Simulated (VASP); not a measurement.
# MgBe2Te2O (P-4m2) in VASP: a series of runs

Runs on MgBe2Te2O. Level: PBE. Tasks: single point.

All numbers are computed with VASP 6.6.1; they aren't measurements. Logs are shortened: lines on timing, memory, paths and dates and some standing lists are left out, and cuts for length are marked.

### Step 1. The cell of the first run

The structure is tetragonal, space group P-4m2 (No. 115). The conventional cell has a = 4.100 Å, b = 4.100 Å, c = 6.944 Å, α = 90.00°, β = 90.00°, γ = 90.00°. Within 3.1 Å of Mg (site symmetry -4m2) lie 4 Be at 2.36 Å and 4 O at 2.90 Å and 4 Te at 3.01 Å. Within 3.1 Å of Be (site symmetry 2mm) lie 2 Mg at 2.36 Å and 2 O at 2.36 Å and 4 Te at 3.08 Å. Within 4.0 Å of Te (site symmetry 2mm) lie 2 Mg at 3.01 Å and 2 O at 3.01 Å and 6 Be at 3.08 to 3.57 Å and 4 Te at 3.84 Å. O (site symmetry -4m2) has 4 Be at 2.36 Å and 4 Mg at 2.90 Å and 4 Te at 3.01 Å within 3.1 Å.

### Step 2. Single point, PBE

The input, INCAR:

```
PREC = Accurate
ENCUT = 520
EDIFF = 1E-7
ISMEAR = 0
SIGMA = 0.1
LREAL = F
LASPH = T
NELM = 80
ALGO = Normal
ISIF = 2
LWAVE = F
LCHARG = F
GGA = PE
NBANDS = 21
```

The input, KPOINTS:

```
regular mesh
0
Gamma
  4 4 4
```

The input, POSCAR:

```
MgBe2Te2O
1.0
    4.0998675600      0.0000000000      0.0000000000
    0.0000000000      4.0998675600      0.0000000000
    0.0000000000      0.0000000000      6.9442720500
Mg Be Te O
1 2 2 1
Direct
    0.0000000000      0.0000000000      0.0000000000
    0.5000000000      0.0000000000      0.8327630200
    0.0000000000      0.5000000000      0.1672369800
    0.5000000000      0.0000000000      0.3183099900
    0.0000000000      0.5000000000      0.6816900100
    0.5000000000      0.5000000000      0.0000000000
```

Potentials or basis: VASP PAW PBE potentials, release 64 (Mg, Be, Te, O).

On the command line:

```console
$ cat potpaw_PBE.64/Mg/POTCAR potpaw_PBE.64/Be/POTCAR potpaw_PBE.64/Te/POTCAR potpaw_PBE.64/O/POTCAR > POTCAR
$ mpirun -np 1 vasp_std > vasp.out
```

OUTCAR:

```text
PREC = Accurate
   ENCUT = 520
   EDIFF = 1E-7
   ISMEAR = 0
   LREAL = F
   LASPH = T
   NELM = 80
   ISIF = 2
   GGA = PE

 ion  position               nearest neighbor table
   1  0.000  0.000  0.000-   2 2.36   3 2.36   3 2.36   2 2.36   4 3.01   5 3.01   5 3.01   4 3.01

   2  0.500  0.000  0.833-   1 2.36   1 2.36
   3  0.000  0.500  0.167-   1 2.36   1 2.36
   4  0.500  0.000  0.318-   1 3.01   1 3.01
   5  0.000  0.500  0.682-   1 3.01   1 3.01
   6  0.500  0.500  0.000-

  LATTYP: Found a simple tetragonal cell.
 ALAT       =     4.0998675600
 C/A-ratio  =     1.6937796035

  Lattice vectors:

 A1 = (   4.0998675600,   0.0000000000,   0.0000000000)
 A2 = (   0.0000000000,   4.0998675600,   0.0000000000)
 A3 = (   0.0000000000,   0.0000000000,   6.9442720500)

Analysis of symmetry for initial positions (statically):
=====================================================================
 Subroutine PRICEL returns:
 Original cell was already a primitive cell.

 Routine SETGRP: Setting up the symmetry group for a
 simple tetragonal supercell.

 Subroutine GETGRP returns: Found  8 space group operations
 (whereof  8 operations were pure point group operations)
 out of a pool of 16 trial point group operations.

The static configuration has the point symmetry D_2d.

Analysis of symmetry for dynamics (positions and initial velocities):
=====================================================================
 Subroutine PRICEL returns:
 Original cell was already a primitive cell.

 Routine SETGRP: Setting up the symmetry group for a
 simple tetragonal supercell.

 Subroutine GETGRP returns: Found  8 space group operations
 (whereof  8 operations were pure point group operations)
 out of a pool of 16 trial point group operations.

The dynamic configuration has the point symmetry D_2d.

 Subroutine INISYM returns: Found  8 space group operations
 (whereof  8 operations are pure point group operations),
 and found     1 'primitive' translations

----------------------------------------------------------------------------------------

                                     Primitive cell

  volume of cell :     116.7257

  direct lattice vectors                    reciprocal lattice vectors
     4.099867560  0.000000000  0.000000000     0.243910318  0.000000000  0.000000000
     0.000000000  4.099867560  0.000000000     0.000000000  0.243910318  0.000000000
     0.000000000  0.000000000  6.944272050     0.000000000  0.000000000  0.144003575

  length of vectors
     4.099867560  4.099867560  6.944272050     0.243910318  0.243910318  0.144003575

  position of ions in fractional coordinates (direct lattice)
     0.000000000  0.000000000  0.000000000
     0.500000000  0.000000000  0.832763020
     0.000000000  0.500000000  0.167236980
     0.500000000  0.000000000  0.318309990
     0.000000000  0.500000000  0.681690010
     0.500000000  0.500000000  0.000000000

  ion indices of the primitive-cell ions
   primitive index   ion index
                 1           1
                 2           2
                 3           3
                 4           4
                 5           5
                 6           6

----------------------------------------------------------------------------------------

 KPOINTS: regular mesh

Automatic generation of k-mesh.
 Grid dimensions read from file:
 generate k-points for:    4    4    4

 Generating k-lattice:

  Cartesian coordinates                     Fractional coordinates (reciprocal lattice)
     0.060977579  0.000000000  0.000000000     0.250000000  0.000000000  0.000000000
     0.000000000  0.060977579  0.000000000     0.000000000  0.250000000  0.000000000
     0.000000000  0.000000000  0.036000894     0.000000000  0.000000000  0.250000000

  Length of vectors
     0.060977579  0.060977579  0.036000894

  Shift w.r.t. Gamma in fractional coordinates (k-lattice)
     0.000000000  0.000000000  0.000000000

 Subroutine IBZKPT returns following result:
 ===========================================

 Found     18 irreducible k-points:

 Following reciprocal coordinates:
            Coordinates               Weight
  0.000000  0.000000  0.000000      1.000000
  0.250000  0.000000  0.000000      4.000000
  0.500000  0.000000  0.000000      2.000000
  0.250000  0.250000  0.000000      4.000000
  0.500000  0.250000  0.000000      4.000000
  0.500000  0.500000  0.000000      1.000000
[... 10 lines left out ...]
  0.500000  0.250000  0.500000      4.000000
  0.500000  0.500000  0.500000      1.000000
   k-points           NKPTS =     18   k-points in BZ     NKDIM =     18   number of bands    NBANDS=     21
   number of dos      NEDOS =    301   number of ions     NIONS =      6
   total plane-waves  NPLWV =  48600
   dimension x,y,z NGX =    30 NGY =   30 NGZ =   54
   dimension x,y,z NGXF=    60 NGYF=   60 NGZF=  108
   ions per type =               1   2   2   1
   NGX,Y,Z   is equivalent  to a cutoff of  12.16, 12.16, 12.93 a.u.
   NGXF,Y,Z  is equivalent  to a cutoff of  24.33, 24.33, 25.86 a.u.
 SYSTEM =  unknown system
   PREC   = accura    normal or accurate (medium, high low for compatibility)
   ISTART =      0    job   : 0-new  1-cont  2-samecut
   ICHARG =      2    charge: 1-file 2-atom 10-const
   ISPIN  =      1    spin polarized calculation?
   LNONCOLLINEAR =      F non collinear calculations
   LSORBIT =      F    spin-orbit coupling
   LASPH  =      T    aspherical Exc in radial PAW
   ENCUT  =  520.0 eV  38.22 Ry    6.18 a.u.   7.62  7.62 12.91*2*pi/ulx,y,z
   NELM   =     80;   NELMIN=  2; NELMDL= -5     # of ELM steps
   EDIFF  = 0.1E-06   stopping-criterion for ELM
   LREAL  =      F    real-space projection
   EDIFFG = 0.1E-05   stopping-criterion for IOM
   NSW    =      0    number of steps for IOM
   IBRION =     -1    ionic relax: 0-MD 1-quasi-New 2-CG
   NFREE  =      0    steps in history (QN), initial steepest desc. (CG)
   ISIF   =      2    stress and relaxation
   ISYM   =      2    0-nonsym 1-usesym 2-fastsym
   POTIM  = 0.5000    time-step for ionic-motion
   TEBEG  =    0.0;   TEEND  =   0.0 temperature during run
   PSTRESS=    0.0 pullay stress
   NELECT =      24.0000    total number of electrons
   NUPDOWN=      -1.0000    fix difference up-down
   EMIN   =  10.00;   EMAX   =-10.00  energy-range for DOS
   EFERMI =   0.00;   METHOD = LEGACY
   ISMEAR =     0;   SIGMA  =   0.10  broadening in eV -4-tet -1-fermi 0-gaus
   EFERMI_NEDOS =   21; number of points for ismear=-14 and -15
   IALGO  =     38    algorithm
   IMIX   =      4    mixing-type and parameters
     AMIX     =   0.40;   BMIX     =  1.00
     AMIX_MAG =   1.60;   BMIX_MAG =  1.00
  volume/ion in A,a.u.               =      19.45       131.28
  Fermi-wavevector in a.u.,A,eV,Ry     =   0.966251  1.825949 12.702947  0.933640
  Thomas-Fermi vector in A             =   2.096036
   LORBIT       =      0    0 simple, 1 ext, 2 COOP (PROOUT), +10 PAW based schemes
   GGA     = PE    functional components
   LHFCALC =     F    Hartree Fock is set to
   AEXX    =    0.0000 exact exchange contribution
   IVDW    =     0    specifies the selected vdW correction
   LEPSILON=     F    determine dielectric tensor
   LRPA    =     F    only Hartree local field effects (RPA)
 non-spin polarized calculation
 Gauss-broadening in eV      SIGMA  =   0.10
  energy-cutoff  :      520.00
  volume of cell :      116.73
 maximum number of plane-waves:      3158
   NGX = 15   NGY = 15   NGZ = 25

 number of electron      24.0000000 magnetization

 Free energy of the ion-electron system (eV)
  ---------------------------------------------------
  ext. energy  EPLUGINS =         0.00000000
  ---------------------------------------------------
  free energy    TOTEN  =       -17.11274614 eV

  energy without entropy =      -17.09667785  energy(sigma->0) =      -17.10471200

 E-fermi :   4.9593     XC(G=0):  -9.4406

 val. band max:        4.9545691283   @ k =   0.2500   0.2500   0.0000
 cond. band min:       4.9684769447   @ k =   0.5000   0.2500   0.5000
 fundamental gap:      0.0139078164
 Fermi energy:         4.9593119226

 k-point     1 :       0.0000    0.0000    0.0000
  band No.  band energies     occupation
      1     -12.4124      2.00000
      2      -6.5930      2.00000
      3      -5.7505      2.00000
      4       0.1687      2.00000
      5       0.9421      2.00000
      6       0.9421      2.00000
[... 13 lines left out ...]
     20      10.9819      0.00000
     21      10.9820      0.00000

 k-point     2 :       0.2500    0.0000    0.0000
  band No.  band energies     occupation
      1     -12.3696      2.00000
      2      -6.3354      2.00000
      3      -5.6474      2.00000
      4      -0.6571      2.00000
      5       0.7112      2.00000
      6       1.1698      2.00000
[... 13 lines left out ...]
     20      10.0990      0.00000
     21      11.0760      0.00000

 k-point     3 :       0.5000    0.0000    0.0000
  band No.  band energies     occupation
      1     -12.3259      2.00000
      2      -5.9303      2.00000
      3      -5.6608      2.00000
      4      -1.0245      2.00000
      5      -0.0495      2.00000
      6       0.4413      2.00000
[... 13 lines left out ...]
     20       9.6785      0.00000
     21      10.8368      0.00000
[... 313 lines left out ...]
 k-point    17 :       0.5000    0.2500    0.5000
  band No.  band energies     occupation
      1     -12.2922      2.00000
      2      -5.6638      2.00000
      3      -5.5349      2.00000
      4      -1.1452      2.00000
      5      -0.1127      2.00000
      6       0.9963      2.00000
[... 13 lines left out ...]
     20      10.9667      0.00000
     21      11.4349      0.00000

 k-point    18 :       0.5000    0.5000    0.5000
  band No.  band energies     occupation
      1     -12.2589      2.00000
      2      -5.3767      2.00000
      3      -5.3767      2.00000
      4      -0.2183      2.00000
      5      -0.2183      2.00000
      6       0.3073      2.00000
[... 13 lines left out ...]
     20      10.9663      0.00000
     21      12.9165      0.00000

------------------------ aborting loop because EDIFF is reached ----------------------------------------

  FORCE on cell =-STRESS in cart. coord.  units (eV):
  Direction    XX          YY          ZZ          XY          YZ          ZX
  --------------------------------------------------------------------------------------
  -------------------------------------------------------------------------------------
  Total       -4.1570401     -4.1570401      0.4529218      0.0000000      0.0000000     -0.0000000
  in kB      -57.0595593    -57.0595593      6.2168080      0.0000000      0.0000000     -0.0000000
  external PRESSURE =     -35.9674369 kB  Pullay stress =       0.0000000 kB

 VOLUME and BASIS-vectors are now :
 -----------------------------------------------------------------------------
  energy-cutoff  :      520.00
  volume of cell :      116.73
      direct lattice vectors                 reciprocal lattice vectors
     4.099867560  0.000000000  0.000000000     0.243910318  0.000000000  0.000000000
     0.000000000  4.099867560  0.000000000     0.000000000  0.243910318  0.000000000
     0.000000000  0.000000000  6.944272050     0.000000000  0.000000000  0.144003575

 POSITION                                       TOTAL-FORCE (eV/Angst)
 -----------------------------------------------------------------------------------
      0.00000      0.00000      0.00000         0.000000      0.000000      0.000000
      2.04993      0.00000      5.78293         0.000000      0.000000     -1.246350
      0.00000      2.04993      1.16134         0.000000      0.000000      1.246350
      2.04993      0.00000      2.21043         0.000000      0.000000     -0.346951
      0.00000      2.04993      4.73384        -0.000000      0.000000      0.346951
      2.04993      2.04993      0.00000         0.000000     -0.000000      0.000000
 -----------------------------------------------------------------------------------
    total drift:                                0.000000      0.000000     -0.000000

  FREE ENERGIE OF THE ION-ELECTRON SYSTEM (eV)
  ---------------------------------------------------
  free  energy   TOTEN  =       -17.1127461410 eV

  energy  without entropy=      -17.0966778498  energy(sigma->0) =      -17.10471200
```

Wall time 47 s (1 thread of Intel Xeon 6975P-C, shared host); peak memory 0.24 GiB.

Results:

* Free energy: -17.1127 eV
* Pressure: -3.6 GPa
* Largest force: 1.246 eV/Å
* Band gap on the k mesh: zero (band 12 reaches 5.03 eV, above the bottom of band 13 at 4.62 eV)

Forces in eV/Å, atoms in the order of the input:
```
Mg   0.000  0.000  0.000
Be   0.000  0.000 -1.246
Be   0.000  0.000  1.246
Te   0.000  0.000 -0.347
Te   0.000  0.000  0.347
O    0.000  0.000  0.000
```

Caveat: the k points lie up to 0.38 Å⁻¹ apart; spin-orbit coupling is left out, which moves the levels of the heavy elements; forces of over 1 eV/Å act on the atoms, so gaps and moduli don't describe the material at rest.

### Step 3. Single point, PBE

This run uses another cell than the first one, of 19.36 Å³/atom, 0.995 times its volume.

The input, INCAR:

```
PREC = Accurate ; ENCUT = 520
EDIFF = 1E-6 ; ISMEAR = 0
SIGMA = 0.1 ; LREAL = F
LASPH = T ; NELM = 60
ALGO = Normal ; ISIF = 2
LWAVE = F ; LCHARG = F
GGA = PE ; NBANDS = 21
```

KPOINTS is that of step 2.

The input, POSCAR:

```
MgBe2Te2O
1.0
    3.3305270129      0.0000000000      0.0000000000
    0.0000000000      3.3305270129      0.0000000000
    0.0000000000      0.0000000000     10.4696602252
Mg Be Te O
1 2 2 1
Direct
    0.0000000000      0.0000000000      0.0000000000
    0.5000000000      0.0000000000      0.5753072364
    0.0000000000      0.5000000000      0.4246927636
    0.5000000000      0.0000000000      0.3375941174
    0.0000000000      0.5000000000      0.6624058826
    0.5000000000      0.5000000000      0.0000000000
```

Potentials or basis: VASP PAW PBE potentials, release 64 (Mg, Be, Te, O).

On the command line:

```console
$ cat potpaw_PBE.64/Mg/POTCAR potpaw_PBE.64/Be/POTCAR potpaw_PBE.64/Te/POTCAR potpaw_PBE.64/O/POTCAR > POTCAR
$ mpirun -np 1 vasp_std > vasp.out
```

It took 34 s on 1 thread of Intel Xeon 6975P-C, shared host; peak memory 0.27 GiB.

The run converged. Its results:

```
Free energy            : -22.2132 eV
Pressure               : 0.3 GPa
Largest force          : 0.050 eV/Å
Band gap on the k mesh : zero (band 12 reaches 6.21 eV, above the bottom of band 13 at 4.47 eV)
```

Forces on the atoms (eV/Å):
```
Mg   0.000  0.000  0.000
Be   0.000  0.000  0.013
Be   0.000  0.000 -0.013
Te   0.000  0.000 -0.050
Te   0.000  0.000  0.050
O    0.000  0.000  0.000
```

Stress tensor (GPa, compression positive):
```
0.20 0.00 0.00
0.00 0.20 0.00
0.00 0.00 0.41
```

Levels at points of the mesh, in eV from the Fermi level:
```csv
k point,band 8,band 9,band 10,band 11,band 12,band 13,band 14,band 15,band 16,band 17
"(0.00, 0.00, 0.00)",-2.14,-2.14,-2.00,-1.09,-1.09,-0.36,1.57,2.25,3.16,4.22
"(0.50, 0.00, 0.00)",-4.14,-2.12,-2.01,0.31,0.34,0.97,1.81,3.04,3.06,3.44
"(0.50, 0.50, 0.00)",-3.85,-3.85,-3.45,-3.45,-1.68,-1.36,-1.36,0.74,1.15,3.51
"(0.00, 0.00, 0.50)",-2.60,-2.15,-2.15,-1.09,-1.09,0.65,1.56,1.63,3.01,3.20
"(0.50, 0.00, 0.50)",-4.34,-2.01,-1.98,0.31,0.34,1.28,1.39,3.04,3.06,3.11
"(0.50, 0.50, 0.50)",-3.89,-3.89,-3.39,-3.39,-1.72,-1.40,-1.40,0.89,1.26,2.59
```

Caveat: the k points lie up to 0.47 Å⁻¹ apart; spin-orbit coupling is left out, which moves the levels of the heavy elements.
